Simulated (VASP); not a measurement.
# Lu (Im-3m) in VASP: notebook

Lu is run at these levels: LDA; tasks: single point.

Everything below comes from runs of VASP 6.6.1. Logs are shortened: lines on timing, memory, paths and dates and some standing lists are left out, and cuts for length are marked.

### Step 1. The cell of the first run

Symmetry: Im-3m, No. 229, cubic system. The conventional cell has a = 3.908 Å, b = 3.908 Å, c = 3.908 Å, α = 90.00°, β = 90.00°, γ = 90.00°. Lu (site symmetry m-3m) has 14 Lu at 3.38 to 3.91 Å within 4.4 Å.

This isn't the form of Lu at room conditions, which is hcp.

### Step 2. Single point, LDA, non-collinear spin, typed start

Contents of INCAR:

```
  PREC = Accurate
  ENCUT = 520
  EDIFF = 1E-6
  ISMEAR = 0
  SIGMA = 0.1
  LREAL = False
  LASPH = True
  NELM = 150
  ALGO = Fast
  ISIF = 2
  LWAVE = False
  LCHARG = False
  LNONCOLLINEAR = True
  MAGMOM = 0.118 -0.173 0.201
  LORBIT = 11
  GGA = CA
  NBANDS = 36
```

Contents of KPOINTS:

```
regular mesh
0
Gamma
  8 8 8
```

Contents of POSCAR:

```
Lu
1.0
   -1.9541071088      1.9541071088      1.9541071088
    1.9541071088     -1.9541071088      1.9541071088
    1.9541071088      1.9541071088     -1.9541071088
Lu
1
Direct
    0.0000000000      0.0000000000      0.0000000000
```

Potentials or basis: VASP PAW PBE potentials, release 64 (Lu).

The run is started by

```
> cat potpaw_PBE.64/Lu/POTCAR > POTCAR
> mpirun -np 1 vasp_ncl > vasp.out
```

OUTCAR:

```text
PREC = Accurate
   ENCUT = 520
   EDIFF = 1E-6
   ISMEAR = 0
   LREAL = False
   LASPH = True
   NELM = 150
   ISIF = 2
   LNONCOLLINEAR = True
   LORBIT = 11
   GGA = CA

 ion  position               nearest neighbor table
   1  0.000  0.000  0.000-

  LATTYP: Found a body centered cubic cell.
 ALAT       =     3.9082142176

  Lattice vectors:

 A1 = (  -1.9541071088,   1.9541071088,   1.9541071088)
 A2 = (   1.9541071088,  -1.9541071088,   1.9541071088)
 A3 = (   1.9541071088,   1.9541071088,  -1.9541071088)

Analysis of symmetry for initial positions (statically):
=====================================================================
 Subroutine PRICEL returns:
 Original cell was already a primitive cell.

 Routine SETGRP: Setting up the symmetry group for a
 body centered cubic supercell.

 Subroutine GETGRP returns: Found 48 space group operations
 (whereof 48 operations were pure point group operations)
 out of a pool of 48 trial point group operations.

The static configuration has the point symmetry O_h .

Analysis of symmetry for dynamics (positions and initial velocities):
=====================================================================
 Subroutine PRICEL returns:
 Original cell was already a primitive cell.

 Routine SETGRP: Setting up the symmetry group for a
 body centered cubic supercell.

 Subroutine GETGRP returns: Found 48 space group operations
 (whereof 48 operations were pure point group operations)
 out of a pool of 48 trial point group operations.

The dynamic configuration has the point symmetry O_h .

Analysis of structural, dynamic, and magnetic symmetry:
=====================================================================
 Subroutine PRICEL returns:
 Original cell was already a primitive cell.

 Routine SETGRP: Setting up the symmetry group for a
 body centered cubic supercell.

 Subroutine GETGRP returns: Found  2 space group operations
 (whereof  2 operations were pure point group operations)
 out of a pool of 48 trial point group operations.

The overall configuration has the point symmetry S_2 .

 Subroutine INISYM returns: Found  2 space group operations
 (whereof  2 operations are pure point group operations),
 and found     1 'primitive' translations

----------------------------------------------------------------------------------------

                                     Primitive cell

  volume of cell :      29.8473

  direct lattice vectors                    reciprocal lattice vectors
    -1.954107109  1.954107109  1.954107109     0.000000000  0.255871338  0.255871338
     1.954107109 -1.954107109  1.954107109     0.255871338  0.000000000  0.255871338
     1.954107109  1.954107109 -1.954107109     0.255871338  0.255871338  0.000000000

  length of vectors
     3.384612796  3.384612796  3.384612796     0.361856716  0.361856716  0.361856716

  position of ions in fractional coordinates (direct lattice)
     0.000000000  0.000000000  0.000000000

  ion indices of the primitive-cell ions
   primitive index   ion index
                 1           1

----------------------------------------------------------------------------------------

 KPOINTS: regular mesh

Automatic generation of k-mesh.
 Grid dimensions read from file:
 generate k-points for:    8    8    8

 Generating k-lattice:

  Cartesian coordinates                     Fractional coordinates (reciprocal lattice)
     0.000000000  0.031983917  0.031983917     0.125000000  0.000000000  0.000000000
     0.031983917  0.000000000  0.031983917     0.000000000  0.125000000  0.000000000
     0.031983917  0.031983917  0.000000000     0.000000000  0.000000000  0.125000000

  Length of vectors
     0.045232090  0.045232090  0.045232090

  Shift w.r.t. Gamma in fractional coordinates (k-lattice)
     0.000000000  0.000000000  0.000000000

 Subroutine IBZKPT returns following result:
 ===========================================

 Found    260 irreducible k-points:

 Following reciprocal coordinates:
            Coordinates               Weight
  0.000000  0.000000  0.000000      1.000000
  0.125000  0.000000  0.000000      2.000000
  0.000000  0.125000  0.000000      2.000000
  0.000000  0.000000  0.125000      2.000000
  0.125000  0.000000 -0.125000      2.000000
  0.125000 -0.125000  0.000000      2.000000
[... 16 lines left out ...]
  0.500000  0.000000  0.500000      1.000000
  0.500000  0.500000  0.000000      1.000000
 [... further k-points ...]
   k-points           NKPTS =    260   k-points in BZ     NKDIM =    260   number of bands    NBANDS=     36
   number of dos      NEDOS =    301   number of ions     NIONS =      1
   total plane-waves  NPLWV =  21952
   dimension x,y,z NGX =    28 NGY =   28 NGZ =   28
   dimension x,y,z NGXF=    56 NGYF=   56 NGZF=   56
   ions per type =               1
   NGX,Y,Z   is equivalent  to a cutoff of  13.75, 13.75, 13.75 a.u.
   NGXF,Y,Z  is equivalent  to a cutoff of  27.51, 27.51, 27.51 a.u.
 SYSTEM =  unknown system
   PREC   = accura    normal or accurate (medium, high low for compatibility)
   ISTART =      0    job   : 0-new  1-cont  2-samecut
   ICHARG =      2    charge: 1-file 2-atom 10-const
   ISPIN  =      1    spin polarized calculation?
   LNONCOLLINEAR =      T non collinear calculations
   LSORBIT =      F    spin-orbit coupling
   LASPH  =      T    aspherical Exc in radial PAW
   ENCUT  =  520.0 eV  38.22 Ry    6.18 a.u.   6.29  6.29  6.29*2*pi/ulx,y,z
   NELM   =    150;   NELMIN=  2; NELMDL= -5     # of ELM steps
   EDIFF  = 0.1E-05   stopping-criterion for ELM
   LREAL  =      F    real-space projection
   EDIFFG = 0.1E-04   stopping-criterion for IOM
   NSW    =      0    number of steps for IOM
   IBRION =     -1    ionic relax: 0-MD 1-quasi-New 2-CG
   NFREE  =      0    steps in history (QN), initial steepest desc. (CG)
   ISIF   =      2    stress and relaxation
   ISYM   =      2    0-nonsym 1-usesym 2-fastsym
   POTIM  = 0.5000    time-step for ionic-motion
   TEBEG  =    0.0;   TEEND  =   0.0 temperature during run
   PSTRESS=    0.0 pullay stress
   NELECT =      25.0000    total number of electrons
   NUPDOWN=      -1.0000    fix difference up-down
   EMIN   =  10.00;   EMAX   =-10.00  energy-range for DOS
   EFERMI =   0.00;   METHOD = LEGACY
   ISMEAR =     0;   SIGMA  =   0.10  broadening in eV -4-tet -1-fermi 0-gaus
   EFERMI_NEDOS =   21; number of points for ismear=-14 and -15
   IALGO  =     68    algorithm
   IMIX   =      4    mixing-type and parameters
     AMIX     =   0.40;   BMIX     =  1.00
     AMIX_MAG =   1.60;   BMIX_MAG =  1.00
  volume/ion in A,a.u.               =      29.85       201.42
  Fermi-wavevector in a.u.,A,eV,Ry     =   1.543191  2.916209 32.401456  2.381440
  Thomas-Fermi vector in A             =   2.648889
   LORBIT       =     11    0 simple, 1 ext, 2 COOP (PROOUT), +10 PAW based schemes
   GGA     = CA    functional components
   LHFCALC =     F    Hartree Fock is set to
   AEXX    =    0.0000 exact exchange contribution
   IVDW    =     0    specifies the selected vdW correction
   LEPSILON=     F    determine dielectric tensor
   LRPA    =     F    only Hartree local field effects (RPA)
 RMM-DIIS sequential band-by-band and
 Gauss-broadening in eV      SIGMA  =   0.10
  energy-cutoff  :      520.00
  volume of cell :       29.85
 maximum number of plane-waves:      1640
 NGX is ok and might be reduce to    28
   NGX = 13   NGY = 13   NGZ = 13

 number of electron      24.9999996 magnetization       0.0008613     -0.0014101      0.0016237

 number of electron      24.9999996 magnetization      -0.0000413      0.0000045     -0.0000049

 Free energy of the ion-electron system (eV)
  ---------------------------------------------------
  ext. energy  EPLUGINS =         0.00000000
  ---------------------------------------------------
  free energy    TOTEN  =        -4.97598623 eV

  energy without entropy =       -4.96434594  energy(sigma->0) =       -4.97016608

 E-fermi :   1.9668     XC(G=0): -10.8622

 val. band max:        1.9604450224   @ k =  -0.3750  -0.3750   0.0000
 cond. band min:       2.0248345229   @ k =   0.5000  -0.2500  -0.1250
 fundamental gap:      0.0643895005
 Fermi energy:         1.9667983658

 k-point     1 :       0.0000    0.0000    0.0000
  band No.  band energies     occupation
      1     -54.1849      1.00000
      2     -54.1849      1.00000
      3     -24.8011      1.00000
      4     -24.8011      1.00000
      5     -24.8011      1.00000
      6     -24.8011      1.00000
[... 28 lines left out ...]
     35      13.6173      0.00000
     36      13.6174      0.00000

 k-point     2 :       0.1250    0.0000    0.0000
  band No.  band energies     occupation
      1     -54.1806      1.00000
      2     -54.1806      1.00000
      3     -24.8728      1.00000
      4     -24.8728      1.00000
      5     -24.8243      1.00000
      6     -24.8242      1.00000
[... 28 lines left out ...]
     35      13.9741      0.00000
     36      13.9789      0.00000

 k-point     3 :       0.0000    0.1250    0.0000
  band No.  band energies     occupation
      1     -54.1806      1.00000
      2     -54.1806      1.00000
      3     -24.8728      1.00000
      4     -24.8728      1.00000
      5     -24.8242      1.00000
      6     -24.8242      1.00000
[... 28 lines left out ...]
     35      13.9722      0.00000
     36      14.0138      0.00000

 k-point     4 :       0.0000    0.0000    0.1250
  band No.  band energies     occupation
      1     -54.1806      1.00000
      2     -54.1806      1.00000
      3     -24.8728      1.00000
      4     -24.8728      1.00000
      5     -24.8242      1.00000
      6     -24.8242      1.00000
[... 28 lines left out ...]
     35      13.9713      0.00000
     36      13.9792      0.00000

 k-point     5 :       0.1250    0.0000   -0.1250
  band No.  band energies     occupation
      1     -54.1806      1.00000
      2     -54.1806      1.00000
      3     -24.8728      1.00000
      4     -24.8728      1.00000
      5     -24.8242      1.00000
      6     -24.8242      1.00000
[... 655 lines left out ...]
 k-point    22 :       0.0000    0.0000    0.5000
  band No.  band energies     occupation
      1     -54.1551      1.00000
      2     -54.1550      1.00000
      3     -25.2693      1.00000
      4     -25.2693      1.00000
      5     -24.9568      1.00000
      6     -24.9568      1.00000
[... 28 lines left out ...]
     35      10.9434      0.00000
     36      10.9790      0.00000

 k-point    23 :       0.5000    0.0000    0.5000
  band No.  band energies     occupation
      1     -54.1551      1.00000
      2     -54.1550      1.00000
      3     -25.2693      1.00000
      4     -25.2693      1.00000
      5     -24.9568      1.00000
      6     -24.9568      1.00000
[... 28 lines left out ...]
     35      10.1805      0.00000
     36      10.9683      0.00000

 k-point    24 :       0.5000    0.5000    0.0000
  band No.  band energies     occupation
      1     -54.1551      1.00000
      2     -54.1550      1.00000
      3     -25.2693      1.00000
      4     -25.2693      1.00000
      5     -24.9568      1.00000
      6     -24.9568      1.00000
[... 28 lines left out ...]
     35      10.3503      0.00000
     36      10.9302      0.00000

 [... further k-points ...]

------------------------ aborting loop because EDIFF is reached ----------------------------------------

  FORCE on cell =-STRESS in cart. coord.  units (eV):
  Direction    XX          YY          ZZ          XY          YZ          ZX
  --------------------------------------------------------------------------------------
  -------------------------------------------------------------------------------------
  Total       -1.0141727     -1.0142875     -1.0141602     -0.0000059     -0.0000050     -0.0000058
  in kB      -54.4399134    -54.4460728    -54.4392395     -0.0003160     -0.0002670     -0.0003111
  external PRESSURE =     -54.4417419 kB  Pullay stress =       0.0000000 kB

 VOLUME and BASIS-vectors are now :
 -----------------------------------------------------------------------------
  energy-cutoff  :      520.00
  volume of cell :       29.85
      direct lattice vectors                 reciprocal lattice vectors
    -1.954107109  1.954107109  1.954107109     0.000000000  0.255871338  0.255871338
     1.954107109 -1.954107109  1.954107109     0.255871338  0.000000000  0.255871338
     1.954107109  1.954107109 -1.954107109     0.255871338  0.255871338  0.000000000

 POSITION                                       TOTAL-FORCE (eV/Angst)
 -----------------------------------------------------------------------------------
      0.00000      0.00000      0.00000         0.000000      0.000000      0.000000
 -----------------------------------------------------------------------------------
    total drift:                               -0.000000     -0.000000     -0.000000

  FREE ENERGIE OF THE ION-ELECTRON SYSTEM (eV)
  ---------------------------------------------------
  free  energy   TOTEN  =        -4.9759862255 eV

  energy  without entropy=       -4.9643459392  energy(sigma->0) =       -4.97016608

 total charge

# of ion       s       p       d       f       tot
--------------------------------------------------
    1        2.355   6.042   0.785  13.957  23.140

 magnetization (x)

# of ion       s       p       d       f       tot
--------------------------------------------------
    1        0.000  -0.000  -0.000   0.000   0.000

 magnetization (y)

# of ion       s       p       d       f       tot
--------------------------------------------------
    1       -0.000   0.000   0.000   0.000  -0.000

 magnetization (z)

# of ion       s       p       d       f       tot
--------------------------------------------------
    1        0.000  -0.000  -0.000  -0.000   0.000
```

It took 18 min on 1 thread of Intel Xeon Platinum 8375C at 2.90GHz (Ice Lake), shared host; peak memory 0.51 GiB.

What came out:

```
Free energy                                           : -4.9760 eV
Pressure                                              : -5.4 GPa
Band gap on the k mesh                                : zero (bands 25 and 26 overlap by 3.43 eV)
Net moment                                            : 0.00 μB per cell
Valence electrons inside the program's atomic spheres : Lu 23.14
```

Moments on the atoms (μB; x, y, z):
```
Lu  0.00 0.00 0.00
```

Caveat: the cell stands under tension; the PAW data sets were made with another functional, which shifts forces and pressure a little; spin-orbit coupling is left out, which moves the levels of the heavy elements.

### Step 3. Single point, LDA, non-collinear spin, typed start

Contents of INCAR:

```
ALGO = Fast
EDIFF = 1E-6
ENCUT = 520
GGA = CA
ISIF = 2
ISMEAR = 0
LASPH = T
LCHARG = F
LNONCOLLINEAR = T
LORBIT = 11
LREAL = F
LWAVE = F
MAGMOM = 0.118 -0.173 0.201
NBANDS = 36
NELM = 150
PREC = Accurate
SIGMA = 0.1
```

Contents of KPOINTS:

```
k-points
0
Gamma
  8 8 8
```

POSCAR is that of step 2.

Potentials or basis: VASP PAW PBE potentials, release 64 (Lu).

The run is started by

```
> cat potpaw_PBE.64/Lu/POTCAR > POTCAR
> mpirun -np 1 vasp_ncl > vasp.out
```

Run time: 24 min. Hardware: 1 thread of Intel Xeon Platinum 8375C at 2.90GHz (Ice Lake), shared host; peak memory 0.51 GiB.

It converged, with:

```yaml
Free_energy: -4.9760 eV
Pressure: -5.4 GPa
Band_gap_on_the_k_mesh: zero (bands 25 and 26 overlap by 3.43 eV)
Net_moment: 0.00 μB per cell
Valence_electrons_inside_the_program's_atomic_spheres: Lu 23.14
```

Levels at points of the mesh, in eV from the Fermi level:
| k point | band 20 | band 21 | band 22 | band 23 | band 24 | band 25 | band 26 | band 27 | band 28 | band 29 |
| --- | --- | --- | --- | --- | --- | --- | --- | --- | --- | --- |
| (0.00, 0.00, 0.00) | -5.17 | -5.17 | -5.17 | -5.15 | -5.15 | 1.97 | 1.97 | 1.97 | 1.97 | 1.97 |
| (0.50, 0.00, 0.00) | -5.17 | -5.16 | -5.16 | -2.51 | -2.51 | 0.30 | 0.30 | 0.56 | 0.56 | 3.93 |
| (0.00, 0.50, 0.00) | -5.17 | -5.16 | -5.16 | -2.51 | -2.51 | 0.30 | 0.30 | 0.56 | 0.56 | 3.93 |
| (0.00, 0.00, 0.50) | -5.17 | -5.16 | -5.16 | -2.51 | -2.51 | 0.30 | 0.30 | 0.56 | 0.56 | 3.93 |
| (0.50, 0.00, 0.50) | -5.17 | -5.16 | -5.16 | -2.51 | -2.51 | 0.30 | 0.30 | 0.56 | 0.56 | 3.93 |
| (0.50, 0.50, 0.00) | -5.17 | -5.16 | -5.16 | -2.51 | -2.51 | 0.30 | 0.30 | 0.56 | 0.56 | 3.93 |
| (0.00, 0.50, 0.50) | -5.17 | -5.16 | -5.16 | -2.51 | -2.51 | 0.30 | 0.30 | 0.56 | 0.56 | 3.93 |
| (0.50, 0.50, 0.50) | -5.16 | -5.16 | -5.16 | -1.46 | -1.46 | -1.46 | -1.46 | 5.64 | 5.64 | 5.64 |

Moments on the atoms (μB; x, y, z):
```
Lu  0.00 0.00 0.00
```

Caveat: the cell stands under tension; the PAW data sets were made with another functional, which shifts forces and pressure a little; spin-orbit coupling is left out, which moves the levels of the heavy elements.
